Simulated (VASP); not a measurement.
Au: single point with LDA

Crystal: Au.

```
Au
1.0
     1.43065   -2.59095    0.00000
     1.43065    2.59095    0.00000
     0.00000    0.00000    4.76180
Au
2
Direct
  0.66533 0.33467 0.25000
  0.33467 0.66533 0.75000
```

This cell differs from its parent crystal: ratio of the length along z to the lengths across it x 0.96, volume and fractional coordinates fixed.

| Item | Value |
| --- | --- |
| Program | VASP 6.6.1 |
| Task | single point |
| Functional | LDA |
| Potentials or basis | VASP PAW LDA potentials, release 64 (Au) |
| Cutoff | 520 eV |
| k mesh | 22 × 22 × 12 |
| Occupations | gaussian, width 0.15 eV |
| Spin | no spin polarisation |
| Dipole correction | no |
| Further INCAR settings | ALGO = Fast; EDIFF = 1e-06; NBANDS = 18 |

```json
{
  "Pressure": "-9.4 GPa",
  "Largest force": "0.021 eV/Å",
  "Band gap on the k mesh": "zero (bands 11 and 12 overlap by 6.56 eV)"
}
```

Forces in eV/Å, atoms in the order of the input:
```
Au   0.000  0.021  0.000
Au   0.000 -0.021  0.000
```

Stress tensor (GPa, compression positive):
```
 -9.56   0.00   0.00
  0.00 -10.70   0.00
  0.00   0.00  -7.89
```

Levels at points of the mesh, in eV from the Fermi level:
```tsv
k point	band 9	band 10	band 11	band 12	band 13	band 14
(0.00, 0.00, 0.00)	-3.49	-2.15	-2.08	-0.78	2.91	14.31
(0.50, 0.00, 0.00)	-1.84	-1.72	0.39	1.52	5.97	7.41
(0.50, 0.50, 0.00)	-1.77	-1.77	0.11	1.05	5.62	6.99
(0.00, 0.00, 0.50)	-2.64	-2.64	-2.48	-2.48	11.10	11.10
(0.50, 0.00, 0.50)	-1.78	-1.78	0.62	0.62	3.91	3.91
(0.50, 0.50, 0.50)	-1.85	-1.85	0.24	0.24	3.38	3.38
```

Run time: 12 min on 1 thread of AMD EPYC 9755 128-Core Processor, on a shared host, peak memory 0.5 GiB.

Caveat: the cell stands under tension; spin-orbit coupling is left out, which moves the levels of the heavy elements.
